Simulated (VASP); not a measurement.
# In (Im-3m) in VASP: further runs

In is run at these levels: LDA; tasks: single point.

Everything below comes from runs of VASP 6.6.1. Logs are shortened: lines on timing, memory, paths and dates and some standing lists are left out, and cuts for length are marked.

## Step 1: The cell of the first run

Symmetry: Im-3m, No. 229, cubic system. The conventional cell has a = 3.765 Å, b = 3.765 Å, c = 3.765 Å, α = 90.00°, β = 90.00°, γ = 90.00°. In (site symmetry m-3m) has 14 In at 3.26 to 3.77 Å within 4.3 Å.

This isn't the form of In at room conditions, which is tetragonal.

## Step 2: Single point, LDA

The input, INCAR:

```
SYSTEM = In
  ALGO = Normal
  EDIFF = 1E-6
  ENCUT = 500
  GGA_COMPAT = .False.
  ISIF = 2
  ISMEAR = -1
  LASPH = .True.
  LCHARG = .False.
  LREAL = .False.
  LWAVE = .False.
  NBANDS = 12
  NELM = 120
  PREC = Accurate
  SIGMA = 0.05
```

The input, KPOINTS:

```
k-points
0
Gamma
  8 8 8
  0 0 0
```

The input, POSCAR:

```
In
1.0
   -1.8825252400      1.8825252400      1.8825252400
    1.8825252400     -1.8825252400      1.8825252400
    1.8825252400      1.8825252400     -1.8825252400
In
1
Direct
    0.0000000000      0.0000000000      0.0000000000
```

Potentials or basis: VASP PAW LDA potentials, release 64 (In_d).

Started as:

```sh
$ cat potpaw_LDA.64/In_d/POTCAR > POTCAR
$ mpirun -np 1 vasp_std > vasp.out
```

OUTCAR:

```text
SYSTEM = In
   EDIFF = 1E-6
   ENCUT = 500
   ISIF = 2
   ISMEAR = -1
   LASPH = .True.
   LREAL = .False.
   NELM = 120
   PREC = Accurate

 ion  position               nearest neighbor table
   1  0.000  0.000  0.000-

  LATTYP: Found a body centered cubic cell.
 ALAT       =     3.7650504800

  Lattice vectors:

 A1 = (  -1.8825252400,   1.8825252400,   1.8825252400)
 A2 = (   1.8825252400,  -1.8825252400,   1.8825252400)
 A3 = (   1.8825252400,   1.8825252400,  -1.8825252400)

Analysis of symmetry for initial positions (statically):
=====================================================================
 Subroutine PRICEL returns:
 Original cell was already a primitive cell.

 Routine SETGRP: Setting up the symmetry group for a
 body centered cubic supercell.

 Subroutine GETGRP returns: Found 48 space group operations
 (whereof 48 operations were pure point group operations)
 out of a pool of 48 trial point group operations.

The static configuration has the point symmetry O_h .

Analysis of symmetry for dynamics (positions and initial velocities):
=====================================================================
 Subroutine PRICEL returns:
 Original cell was already a primitive cell.

 Routine SETGRP: Setting up the symmetry group for a
 body centered cubic supercell.

 Subroutine GETGRP returns: Found 48 space group operations
 (whereof 48 operations were pure point group operations)
 out of a pool of 48 trial point group operations.

The dynamic configuration has the point symmetry O_h .

 Subroutine INISYM returns: Found 48 space group operations
 (whereof 48 operations are pure point group operations),
 and found     1 'primitive' translations

----------------------------------------------------------------------------------------

                                     Primitive cell

  volume of cell :      26.6859

  direct lattice vectors                    reciprocal lattice vectors
    -1.882525240  1.882525240  1.882525240     0.000000000  0.265600689  0.265600689
     1.882525240 -1.882525240  1.882525240     0.265600689  0.000000000  0.265600689
     1.882525240  1.882525240 -1.882525240     0.265600689  0.265600689  0.000000000

  length of vectors
     3.260629362  3.260629362  3.260629362     0.375616096  0.375616096  0.375616096

  position of ions in fractional coordinates (direct lattice)
     0.000000000  0.000000000  0.000000000

  ion indices of the primitive-cell ions
   primitive index   ion index
                 1           1

----------------------------------------------------------------------------------------

 KPOINTS: k-points

Automatic generation of k-mesh.
 Grid dimensions read from file:
 generate k-points for:    8    8    8

 Generating k-lattice:

  Cartesian coordinates                     Fractional coordinates (reciprocal lattice)
     0.000000000  0.033200086  0.033200086     0.125000000  0.000000000  0.000000000
     0.033200086  0.000000000  0.033200086     0.000000000  0.125000000  0.000000000
     0.033200086  0.033200086  0.000000000     0.000000000  0.000000000  0.125000000

  Length of vectors
     0.046952012  0.046952012  0.046952012

  Shift w.r.t. Gamma in fractional coordinates (k-lattice)
     0.000000000  0.000000000  0.000000000

 Subroutine IBZKPT returns following result:
 ===========================================

 Found     29 irreducible k-points:

 Following reciprocal coordinates:
            Coordinates               Weight
  0.000000  0.000000  0.000000      1.000000
  0.125000  0.000000  0.000000     12.000000
  0.250000  0.000000  0.000000     12.000000
  0.375000  0.000000  0.000000     12.000000
  0.500000  0.000000  0.000000      6.000000
  0.125000  0.125000  0.000000     24.000000
[... 16 lines left out ...]
 -0.250000  0.250000  0.250000      6.000000
 -0.375000  0.375000  0.250000     24.000000
 [... further k-points ...]
   k-points           NKPTS =     29   k-points in BZ     NKDIM =     29   number of bands    NBANDS=     12
   number of dos      NEDOS =    301   number of ions     NIONS =      1
   total plane-waves  NPLWV =  13824
   dimension x,y,z NGX =    24 NGY =   24 NGZ =   24
   dimension x,y,z NGXF=    48 NGYF=   48 NGZF=   48
   ions per type =               1
   NGX,Y,Z   is equivalent  to a cutoff of  12.24, 12.24, 12.24 a.u.
   NGXF,Y,Z  is equivalent  to a cutoff of  24.47, 24.47, 24.47 a.u.
 SYSTEM =  In
   PREC   = accura    normal or accurate (medium, high low for compatibility)
   ISTART =      0    job   : 0-new  1-cont  2-samecut
   ICHARG =      2    charge: 1-file 2-atom 10-const
   ISPIN  =      1    spin polarized calculation?
   LNONCOLLINEAR =      F non collinear calculations
   LSORBIT =      F    spin-orbit coupling
   LASPH  =      T    aspherical Exc in radial PAW
   ENCUT  =  500.0 eV  36.75 Ry    6.06 a.u.   5.94  5.94  5.94*2*pi/ulx,y,z
   NELM   =    120;   NELMIN=  2; NELMDL= -5     # of ELM steps
   EDIFF  = 0.1E-05   stopping-criterion for ELM
   LREAL  =      F    real-space projection
   EDIFFG = 0.1E-04   stopping-criterion for IOM
   NSW    =      0    number of steps for IOM
   IBRION =     -1    ionic relax: 0-MD 1-quasi-New 2-CG
   NFREE  =      0    steps in history (QN), initial steepest desc. (CG)
   ISIF   =      2    stress and relaxation
   ISYM   =      2    0-nonsym 1-usesym 2-fastsym
   POTIM  = 0.5000    time-step for ionic-motion
   TEBEG  =    0.0;   TEEND  =   0.0 temperature during run
   PSTRESS=    0.0 pullay stress
   NELECT =      13.0000    total number of electrons
   NUPDOWN=      -1.0000    fix difference up-down
   EMIN   =  10.00;   EMAX   =-10.00  energy-range for DOS
   EFERMI =   0.00;   METHOD = LEGACY
   ISMEAR =    -1;   SIGMA  =   0.05  broadening in eV -4-tet -1-fermi 0-gaus
   EFERMI_NEDOS =   21; number of points for ismear=-14 and -15
   IALGO  =     38    algorithm
   IMIX   =      4    mixing-type and parameters
     AMIX     =   0.40;   BMIX     =  1.00
     AMIX_MAG =   1.60;   BMIX_MAG =  1.00
  volume/ion in A,a.u.               =      26.69       180.09
  Fermi-wavevector in a.u.,A,eV,Ry     =   1.288136  2.434225 22.576080  1.659295
  Thomas-Fermi vector in A             =   2.420108
   LORBIT       =      0    0 simple, 1 ext, 2 COOP (PROOUT), +10 PAW based schemes
   GGA     = CA    functional components
   LHFCALC =     F    Hartree Fock is set to
   AEXX    =    0.0000 exact exchange contribution
   IVDW    =     0    specifies the selected vdW correction
   LEPSILON=     F    determine dielectric tensor
   LRPA    =     F    only Hartree local field effects (RPA)
 non-spin polarized calculation
  energy-cutoff  :      500.00
  volume of cell :       26.69
 maximum number of plane-waves:       691
   NGX = 11   NGY = 11   NGZ = 11

 number of electron      13.0000005 magnetization

 Free energy of the ion-electron system (eV)
  ---------------------------------------------------
  ext. energy  EPLUGINS =         0.00000000
  ---------------------------------------------------
  free energy    TOTEN  =        -3.15672961 eV

  energy without entropy =       -3.14673226  energy(sigma->0) =       -3.15173093

 E-fermi :   7.1137     XC(G=0): -10.4341

 val. band max:        7.1040115931   @ k =  -0.3750   0.3750   0.1250
 cond. band min:       7.1580928737   @ k =   0.2500   0.2500   0.2500
 fundamental gap:      0.0540812806
 Fermi energy:         7.1137356076

 k-point     1 :       0.0000    0.0000    0.0000
  band No.  band energies     occupation
      1      -7.5785      2.00000
      2      -7.5785      2.00000
      3      -7.5785      2.00000
      4      -7.3091      2.00000
      5      -7.3091      2.00000
      6      -2.4282      2.00000
      7      17.7326      0.00000
      8      17.7326      0.00000
      9      17.7326      0.00000
     10      20.0327      0.00000
     11      20.0327      0.00000
     12      20.0327      0.00000

 k-point     2 :       0.1250    0.0000    0.0000
  band No.  band energies     occupation
      1      -7.5943      2.00000
      2      -7.5649      2.00000
      3      -7.5173      2.00000
      4      -7.3252      2.00000
      5      -7.3097      2.00000
      6      -2.0710      2.00000
      7      14.9003      0.00000
      8      16.4070      0.00000
      9      16.9971      0.00000
     10      18.7149      0.00000
     11      19.0411      0.00000
     12      19.9261      0.00000

 k-point     3 :       0.2500    0.0000    0.0000
  band No.  band energies     occupation
      1      -7.6324      2.00000
      2      -7.5575      2.00000
      3      -7.3659      2.00000
      4      -7.3465      2.00000
      5      -7.3108      2.00000
      6      -0.9831      2.00000
      7      10.6299      0.00000
      8      14.5226      0.00000
      9      15.6036      0.00000
     10      17.7860      0.00000
     11      17.9614      0.00000
     12      20.8810      0.00000
[... 286 lines left out ...]
 k-point    23 :      -0.2500    0.2500    0.2500
  band No.  band energies     occupation
      1      -7.4897      2.00000
      2      -7.4286      2.00000
      3      -7.4286      2.00000
      4      -7.3875      2.00000
      5      -7.3806      2.00000
      6       0.4574      2.00000
      7      11.4854      0.00000
      8      11.4854      0.00000
      9      11.6203      0.00000
     10      14.4032      0.00000
     11      22.6264      0.00000
     12      22.6264      0.00000

 k-point    24 :      -0.3750    0.3750    0.2500
  band No.  band energies     occupation
      1      -7.5551      2.00000
      2      -7.4688      2.00000
      3      -7.4335      2.00000
      4      -7.3489      2.00000
      5      -7.2335      2.00000
      6       2.2475      2.00000
      7       8.0627      0.00000
      8      10.2859      0.00000
      9      11.7780      0.00000
     10      14.7024      0.00000
     11      19.6865      0.00000
     12      22.1082      0.00000

 [... further k-points ...]
[... 5 lines left out ...]
  --------------------------------------------------------------------------------------
  -------------------------------------------------------------------------------------
  Total       -0.4539671     -0.4539671     -0.4539671      0.0000000     -0.0000000      0.0000000
  in kB      -27.2553971    -27.2553971    -27.2553971      0.0000000     -0.0000000      0.0000000
  external PRESSURE =     -27.2553971 kB  Pullay stress =       0.0000000 kB

 VOLUME and BASIS-vectors are now :
 -----------------------------------------------------------------------------
  energy-cutoff  :      500.00
  volume of cell :       26.69
      direct lattice vectors                 reciprocal lattice vectors
    -1.882525240  1.882525240  1.882525240     0.000000000  0.265600689  0.265600689
     1.882525240 -1.882525240  1.882525240     0.265600689  0.000000000  0.265600689
     1.882525240  1.882525240 -1.882525240     0.265600689  0.265600689  0.000000000

 POSITION                                       TOTAL-FORCE (eV/Angst)
 -----------------------------------------------------------------------------------
      0.00000      0.00000      0.00000        -0.000000      0.000000     -0.000000
 -----------------------------------------------------------------------------------
    total drift:                               -0.000000      0.000000      0.000000

  FREE ENERGIE OF THE ION-ELECTRON SYSTEM (eV)
  ---------------------------------------------------
  free  energy   TOTEN  =        -3.1567296104 eV

  energy  without entropy=       -3.1467322560  energy(sigma->0) =       -3.15173093
```

Wall time 10 s (1 thread of AMD EPYC 7R43 (Zen 3), shared host); peak memory 0.09 GiB.

Results:

| Quantity | Value |
| --- | --- |
| Free energy | -3.1567 eV |
| Pressure | -2.7 GPa |
| Band gap on the k mesh | zero (an odd number of electrons rules out a gap without spin polarisation) |

Caveat: spin-orbit coupling is left out, which moves the levels of the heavy elements.

## Step 3: Single point, LDA

The input, INCAR:

```
ALGO = Normal ; EDIFF = 1E-6
ENCUT = 500 ; GGA_COMPAT = False
ISIF = 2 ; ISMEAR = -1
LASPH = True ; LCHARG = True
LELF = True ; LREAL = False
LVHAR = True ; LWAVE = False
NBANDS = 12 ; NELM = 120
PREC = Accurate ; SIGMA = 0.05
```

The input, KPOINTS:

```
k-points
0
Gamma
  8 8 8
```

POSCAR is that of step 2.

Potentials or basis: VASP PAW LDA potentials, release 64 (In_d).

Started as:

```sh
$ cat potpaw_LDA.64/In_d/POTCAR > POTCAR
$ mpirun -np 1 vasp_std > vasp.out
```

Wall time 9.7 s (1 thread of AMD EPYC 7R43 (Zen 3), shared host); peak memory 0.1 GiB.

It converged, with:

```
Free energy            : -3.1567 eV
Pressure               : -2.7 GPa
Band gap on the k mesh : zero (an odd number of electrons rules out a gap without spin polarisation)
```

Levels at points of the mesh, in eV from the Fermi level:
| k point | band 2 | band 3 | band 4 | band 5 | band 6 | band 7 | band 8 | band 9 | band 10 | band 11 |
| --- | --- | --- | --- | --- | --- | --- | --- | --- | --- | --- |
| (0.00, 0.00, 0.00) | -14.69 | -14.69 | -14.42 | -14.42 | -9.54 | 10.62 | 10.62 | 10.62 | 12.92 | 12.92 |
| (0.50, 0.00, 0.00) | -14.73 | -14.44 | -14.43 | -14.26 | -4.10 | -3.20 | 5.62 | 7.12 | 9.98 | 9.98 |
| (0.50, 0.50, 0.50) | -14.79 | -14.30 | -14.30 | -14.30 | 0.63 | 1.11 | 1.11 | 1.11 | 5.26 | 5.26 |

Caveat: spin-orbit coupling is left out, which moves the levels of the heavy elements.
